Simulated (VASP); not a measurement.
Wanted: the native input for a VASP 6.6.1 run.

```yaml
Task: single point
Functional: revPBE
Potentials_or_basis: VASP PAW PBE potentials, release 64 (Ta_pv)
Cutoff: 520 eV
k_mesh: 14 × 14 × 4
Occupations: fermi-dirac, width 0.1 eV
Spin: no spin polarisation
Dipole_correction: no
Further_INCAR_settings: ALGO = Normal; EDIFF = 1e-07; NBANDS = 30
```

The structure of Ta lies in POSCAR:

```
Ta
1.0
    2.9928989937      0.0000000000      0.0000000000
   -1.4964494969      2.5919265595      0.0000000000
    0.0000000000      0.0000000000     10.2071661719
Ta
4
Direct
    1.0000000000      1.0000000000      1.0000000000
    1.0000000000      1.0000000000      0.5000000000
    0.3333333333      0.6666666667      0.2500000000
    0.6666666667      0.3333333333      0.7500000000
```

This isn't the form of Ta at room conditions, which is bcc.

One way to write it, as run:

INCAR

```
PREC     = Accurate       # precision mode
ENCUT    = 520            # plane-wave cutoff, eV
EDIFF    = 1E-7           # SCF threshold, eV
ISMEAR   = -1             # smearing method
SIGMA    = 0.1            # smearing width, eV
LREAL    = False          # projectors in reciprocal space
LASPH    = True           # aspherical terms in the spheres
NELM     = 80             # most SCF steps
ALGO     = Normal         # electronic algorithm
ISIF     = 2              # what is computed and relaxed
LWAVE    = False          # write WAVECAR
LCHARG   = True           # write CHGCAR
GGA      = RE             # functional
LELF     = True           # ELF
LVHAR    = True         
NBANDS   = 30             # bands
```

KPOINTS

```
Automatic mesh
0
Gamma
  14 14 4
```

Potentials or basis: VASP PAW PBE potentials, release 64 (Ta_pv).

Run with:

```console
$ cat potpaw_PBE.64/Ta_pv/POTCAR > POTCAR
$ mpirun -np 1 vasp_std > vasp.out
```

Results of the run:

The pressure is -6.8 GPa. The band gap on the k mesh is zero (bands 22 and 23 overlap by 1.03 eV).

Caveat: the cell stands under tension; the PAW data sets were made with another functional, which shifts forces and pressure a little; spin-orbit coupling is left out, which moves the levels of the heavy elements.

It took 83 s on 1 thread of Intel(R) Xeon(R) 6975P-C (Granite Rapids) (shared host), peak memory 0.27 GiB.
